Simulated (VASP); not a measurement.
CdS, 4 atoms in the cell. Symmetry: Pmmn, No. 59, orthorhombic system. The conventional cell has a = 3.898 Å, b = 5.511 Å, c = 3.898 Å, α = 90.00°, β = 90.00°, γ = 90.00°. Within 3.6 Å of Cd (site symmetry mm2) lie 6 S at 2.75 to 2.76 Å. S (site symmetry mm2) has 6 Cd at 2.75 to 2.76 Å within 3.6 Å. 

```yaml
Program: VASP 6.6.1
Task: single point
Functional: PBEsol
Potentials_or_basis: VASP PAW PBE potentials, release 64 (Cd, S)
Cutoff: 500 eV
k_mesh: 4 × 4 × 4
Occupations: fermi-dirac, width 0.1 eV
Spin: no spin polarisation
Dipole_correction: no
Further_INCAR_settings: ALGO = Normal; EDIFF = 1e-06; NBANDS = 26
```

Potentials or basis: VASP PAW PBE potentials, release 64 (Cd, S).

Run with:

```bash
$ cat potpaw_PBE.64/Cd/POTCAR potpaw_PBE.64/S/POTCAR > POTCAR
$ mpirun -np 1 vasp_std > vasp.out
```

Hardware: 1 thread of AMD EPYC 7R13 (shared host).

Q: Estimate the wall time of this run.

A: Wall time 110 s on 1 thread of AMD EPYC 7R13, with other jobs on the host, peak memory 0.17 GiB. Counts: scf iterations 14, k points 27.
